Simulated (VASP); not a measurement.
# Al (P6_3/mmc) in VASP: further runs

Runs on Al. Level: PBEsol. Tasks: single point.

All numbers are computed with VASP 6.6.1; they aren't measurements. Logs are shortened: lines on timing, memory, paths and dates and some standing lists are left out, and cuts for length are marked.

## Step 1: The cell of the first run

The structure is hexagonal, space group P6_3/mmc (No. 194). Conventional cell: a = 3.049 Å, b = 3.049 Å, c = 4.638 Å, α = 90.00°, β = 90.00°, γ = 120.00°. Al (site symmetry -6m2) has 12 Al at 2.91 to 3.05 Å within 3.8 Å.

This isn't the form of Al at room conditions, which is fcc.

## Step 2: Single point, PBEsol

Input file INCAR:

```
  PREC = Accurate
  ENCUT = 520
  EDIFF = 1E-6
  ISMEAR = 0
  SIGMA = 0.15
  LREAL = F
  LASPH = T
  NELM = 100
  ALGO = Fast
  ISIF = 2
  LWAVE = F
  LCHARG = F
  GGA = PS
  NBANDS = 10
```

Input file KPOINTS:

```
Automatic mesh
0
Gamma
  18 18 10
```

Input file POSCAR:

```
Al
1.0
    3.0492000000      0.0000000000      0.0000000000
   -1.5246000000      2.6406846612      0.0000000000
    0.0000000000      0.0000000000      4.6382883863
Al
2
Direct
    0.6666666667      0.3333333333      0.7500000000
    0.3333333333      0.6666666667      0.2500000000
```

Potentials or basis: VASP PAW PBE potentials, release 64 (Al).

The run is started by

```
$ cat potpaw_PBE.64/Al/POTCAR > POTCAR
$ mpirun -np 1 vasp_std > vasp.out
```

OUTCAR:

```text
PREC = Accurate
   ENCUT = 520
   EDIFF = 1E-6
   ISMEAR = 0
   LREAL = F
   LASPH = T
   NELM = 100
   ISIF = 2
   GGA = PS

 ion  position               nearest neighbor table
   1  0.667  0.333  0.750-   2 2.91   2 2.91   2 2.91   2 2.91   2 2.91   2 2.91
   2  0.333  0.667  0.250-   1 2.91   1 2.91   1 2.91   1 2.91   1 2.91   1 2.91

  LATTYP: Found a hexagonal cell.
 ALAT       =     3.0492000000
 C/A-ratio  =     1.5211492806

  Lattice vectors:

 A1 = (   3.0492000000,   0.0000000000,   0.0000000000)
 A2 = (  -1.5246000000,   2.6406846612,   0.0000000000)
 A3 = (   0.0000000000,   0.0000000000,   4.6382883863)

Analysis of symmetry for initial positions (statically):
=====================================================================
 Subroutine PRICEL returns:
 Original cell was already a primitive cell.

 Routine SETGRP: Setting up the symmetry group for a
 hexagonal supercell.

 Subroutine GETGRP returns: Found 24 space group operations
 (whereof 12 operations were pure point group operations)
 out of a pool of 24 trial point group operations.

The static configuration has the point symmetry D_3d.
 The point group associated with its full space group is D_6h.

Analysis of symmetry for dynamics (positions and initial velocities):
=====================================================================
 Subroutine PRICEL returns:
 Original cell was already a primitive cell.

 Routine SETGRP: Setting up the symmetry group for a
 hexagonal supercell.

 Subroutine GETGRP returns: Found 24 space group operations
 (whereof 12 operations were pure point group operations)
 out of a pool of 24 trial point group operations.

The dynamic configuration has the point symmetry D_3d.
 The point group associated with its full space group is D_6h.

 Subroutine INISYM returns: Found 24 space group operations
 (whereof 12 operations are pure point group operations),
 and found     1 'primitive' translations

----------------------------------------------------------------------------------------

                                     Primitive cell

  volume of cell :      37.3474

  direct lattice vectors                    reciprocal lattice vectors
     3.049200000  0.000000000  0.000000000     0.327954873  0.189344834  0.000000000
    -1.524600000  2.640684661  0.000000000     0.000000000  0.378689669  0.000000000
     0.000000000  0.000000000  4.638288386     0.000000000  0.000000000  0.215596771

  length of vectors
     3.049200000  3.049200000  4.638288386     0.378689669  0.378689669  0.215596771

  position of ions in fractional coordinates (direct lattice)
     0.666666667  0.333333333  0.750000000
     0.333333333  0.666666667  0.250000000

  ion indices of the primitive-cell ions
   primitive index   ion index
                 1           1
                 2           2

----------------------------------------------------------------------------------------

 KPOINTS: Automatic mesh

Automatic generation of k-mesh.
 Grid dimensions read from file:
 generate k-points for:   18   18   10

 Generating k-lattice:

  Cartesian coordinates                     Fractional coordinates (reciprocal lattice)
     0.018219715  0.010519157  0.000000000     0.055555556  0.000000000  0.000000000
     0.000000000  0.021038315  0.000000000     0.000000000  0.055555556  0.000000000
     0.000000000  0.000000000  0.021559677     0.000000000  0.000000000  0.100000000

  Length of vectors
     0.021038315  0.021038315  0.021559677

  Shift w.r.t. Gamma in fractional coordinates (k-lattice)
     0.000000000  0.000000000  0.000000000

 Subroutine IBZKPT returns following result:
 ===========================================

 Found    222 irreducible k-points:

 Following reciprocal coordinates:
            Coordinates               Weight
  0.000000  0.000000  0.000000      1.000000
  0.055556 -0.000000  0.000000      6.000000
  0.111111 -0.000000  0.000000      6.000000
  0.166667  0.000000  0.000000      6.000000
  0.222222 -0.000000  0.000000      6.000000
  0.277778  0.000000  0.000000      6.000000
[... 16 lines left out ...]
  0.333333  0.111111  0.000000     12.000000
  0.388889  0.111111  0.000000     12.000000
 [... further k-points ...]
   k-points           NKPTS =    222   k-points in BZ     NKDIM =    222   number of bands    NBANDS=     10
   number of dos      NEDOS =    301   number of ions     NIONS =      2
   total plane-waves  NPLWV =  20736
   dimension x,y,z NGX =    24 NGY =   24 NGZ =   36
   dimension x,y,z NGXF=    48 NGYF=   48 NGZF=   72
   ions per type =               2
   NGX,Y,Z   is equivalent  to a cutoff of  13.09, 13.09, 12.90 a.u.
   NGXF,Y,Z  is equivalent  to a cutoff of  26.17, 26.17, 25.81 a.u.
 SYSTEM =  unknown system
   PREC   = accura    normal or accurate (medium, high low for compatibility)
   ISTART =      0    job   : 0-new  1-cont  2-samecut
   ICHARG =      2    charge: 1-file 2-atom 10-const
   ISPIN  =      1    spin polarized calculation?
   LNONCOLLINEAR =      F non collinear calculations
   LSORBIT =      F    spin-orbit coupling
   LASPH  =      T    aspherical Exc in radial PAW
   ENCUT  =  520.0 eV  38.22 Ry    6.18 a.u.   5.67  5.67  8.62*2*pi/ulx,y,z
   NELM   =    100;   NELMIN=  2; NELMDL= -5     # of ELM steps
   EDIFF  = 0.1E-05   stopping-criterion for ELM
   LREAL  =      F    real-space projection
   EDIFFG = 0.1E-04   stopping-criterion for IOM
   NSW    =      0    number of steps for IOM
   IBRION =     -1    ionic relax: 0-MD 1-quasi-New 2-CG
   NFREE  =      0    steps in history (QN), initial steepest desc. (CG)
   ISIF   =      2    stress and relaxation
   ISYM   =      2    0-nonsym 1-usesym 2-fastsym
   POTIM  = 0.5000    time-step for ionic-motion
   TEBEG  =    0.0;   TEEND  =   0.0 temperature during run
   PSTRESS=    0.0 pullay stress
   NELECT =       6.0000    total number of electrons
   NUPDOWN=      -1.0000    fix difference up-down
   EMIN   =  10.00;   EMAX   =-10.00  energy-range for DOS
   EFERMI =   0.00;   METHOD = LEGACY
   ISMEAR =     0;   SIGMA  =   0.15  broadening in eV -4-tet -1-fermi 0-gaus
   EFERMI_NEDOS =   21; number of points for ismear=-14 and -15
   IALGO  =     68    algorithm
   IMIX   =      4    mixing-type and parameters
     AMIX     =   0.40;   BMIX     =  1.00
     AMIX_MAG =   1.60;   BMIX_MAG =  1.00
  volume/ion in A,a.u.               =      18.67       126.02
  Fermi-wavevector in a.u.,A,eV,Ry     =   0.889963  1.681786 10.776274  0.792034
  Thomas-Fermi vector in A             =   2.011592
   LORBIT       =      0    0 simple, 1 ext, 2 COOP (PROOUT), +10 PAW based schemes
   GGA     = PS    functional components
   LHFCALC =     F    Hartree Fock is set to
   AEXX    =    0.0000 exact exchange contribution
   IVDW    =     0    specifies the selected vdW correction
   LEPSILON=     F    determine dielectric tensor
   LRPA    =     F    only Hartree local field effects (RPA)
 non-spin polarized calculation
 RMM-DIIS sequential band-by-band and
 Gauss-broadening in eV      SIGMA  =   0.15
  energy-cutoff  :      520.00
  volume of cell :       37.35
 maximum number of plane-waves:      1028
 NGX is ok and might be reduce to    24
   NGX = 11   NGY = 11   NGZ = 17

 number of electron       6.0000000 magnetization

 Free energy of the ion-electron system (eV)
  ---------------------------------------------------
  ext. energy  EPLUGINS =         0.00000000
  ---------------------------------------------------
  free energy    TOTEN  =        -7.97398552 eV

  energy without entropy =       -7.96305202  energy(sigma->0) =       -7.96851877

 E-fermi :   6.6896     XC(G=0):  -9.8127

 val. band max:        6.6870305092   @ k =   0.3333   0.1111   0.0000
 cond. band min:       6.6900571807   @ k =   0.3333   0.1111   0.4000
 fundamental gap:      0.0030266716
 Fermi energy:         6.6895960262

 k-point     1 :       0.0000    0.0000    0.0000
  band No.  band energies     occupation
      1      -3.5896      2.00000
      2       2.9723      2.00000
      3       3.3386      2.00000
      4      15.2163      0.00000
      5      15.2163      0.00000
      6      16.1562      0.00000
      7      16.1562      0.00000
      8      18.5411      0.00000
      9      18.5480      0.00000
     10      20.9994      0.00000

 k-point     2 :       0.0556   -0.0000    0.0000
  band No.  band energies     occupation
      1      -3.5242      2.00000
      2       3.0330      2.00000
      3       3.4032      2.00000
      4      14.0964      0.00000
      5      14.6054      0.00000
      6      16.0342      0.00000
      7      16.8770      0.00000
      8      19.0264      0.00000
      9      19.2950      0.00000
     10      19.7364      0.00000

 k-point     3 :       0.1111   -0.0000    0.0000
  band No.  band energies     occupation
      1      -3.3282      2.00000
      2       3.2150      2.00000
      3       3.5965      2.00000
      4      12.3351      0.00000
      5      13.7893      0.00000
      6      15.4053      0.00000
      7      18.0010      0.00000
      8      18.1663      0.00000
      9      18.3772      0.00000
     10      19.9684      0.00000

 k-point     4 :       0.1667    0.0000    0.0000
  band No.  band energies     occupation
      1      -3.0021      2.00000
      2       3.5183      2.00000
      3       3.9167      2.00000
      4      10.5431      0.00000
      5      13.0571      0.00000
      6      14.6891      0.00000
      7      16.4996      0.00000
      8      16.8500      0.00000
      9      18.6444      0.00000
     10      19.3048      0.00000
[... 222 lines left out ...]
 k-point    22 :       0.2778    0.1111    0.0000
  band No.  band energies     occupation
      1      -1.0610      2.00000
      2       5.3279      2.00000
      3       5.4866      2.00000
      4       6.1427      2.00000
      5       9.1119      0.00000
      6      11.9244      0.00000
      7      12.4887      0.00000
      8      15.5225      0.00000
      9      15.5446      0.00000
     10      15.8300      0.00000

 k-point    23 :       0.3333    0.1111    0.0000
  band No.  band energies     occupation
      1      -0.2294      2.00000
      2       4.3190      2.00000
      3       6.0993      2.00000
      4       6.6870      1.01930
      5       8.8059      0.00000
      6      10.5837      0.00000
      7      11.1597      0.00000
      8      15.1867      0.00000
      9      15.2699      0.00000
     10      15.5452      0.00000

 k-point    24 :       0.3889    0.1111    0.0000
  band No.  band energies     occupation
      1       0.7175      2.00000
      2       3.0351      2.00000
      3       6.9528      0.01308
      4       7.5545      0.00000
      5       8.6139      0.00000
      6       9.3832      0.00000
      7       9.9619      0.00000
      8      14.9885      0.00000
      9      15.1044      0.00000
     10      15.3724      0.00000

 [... further k-points ...]

------------------------ aborting loop because EDIFF is reached ----------------------------------------

  FORCE on cell =-STRESS in cart. coord.  units (eV):
  Direction    XX          YY          ZZ          XY          YZ          ZX
  --------------------------------------------------------------------------------------
  -------------------------------------------------------------------------------------
  Total       -1.9557782     -1.9557782     -1.3032660      0.0000000      0.0000000      0.0000000
  in kB      -83.9015513    -83.9015513    -55.9092202      0.0000000      0.0000000      0.0000000
  external PRESSURE =     -74.5707743 kB  Pullay stress =       0.0000000 kB

 VOLUME and BASIS-vectors are now :
 -----------------------------------------------------------------------------
  energy-cutoff  :      520.00
  volume of cell :       37.35
      direct lattice vectors                 reciprocal lattice vectors
     3.049200000  0.000000000  0.000000000     0.327954873  0.189344834  0.000000000
    -1.524600000  2.640684661  0.000000000     0.000000000  0.378689669  0.000000000
     0.000000000  0.000000000  4.638288386     0.000000000  0.000000000  0.215596771

 POSITION                                       TOTAL-FORCE (eV/Angst)
 -----------------------------------------------------------------------------------
      1.52460      0.88023      3.47872        -0.000000      0.000000      0.000000
     -0.00000      1.76046      1.15957         0.000000     -0.000000      0.000000
 -----------------------------------------------------------------------------------
    total drift:                                0.000000     -0.000000     -0.000000

  FREE ENERGIE OF THE ION-ELECTRON SYSTEM (eV)
  ---------------------------------------------------
  free  energy   TOTEN  =        -7.9739855246 eV

  energy  without entropy=       -7.9630520165  energy(sigma->0) =       -7.96851877
```

Run time: 19 s. Hardware: 1 thread of Intel Xeon 6975P-C (Granite Rapids), shared host; peak memory 0.19 GiB.

What came out:

```yaml
Free_energy: -7.9740 eV
Pressure: -7.5 GPa
Band_gap_on_the_k_mesh: zero (bands 3 and 4 overlap by 8.00 eV)
```

Caveat: the cell stands under tension; the PAW data sets were made with another functional, which shifts forces and pressure a little.

(Part 1 of 2 ends here.)
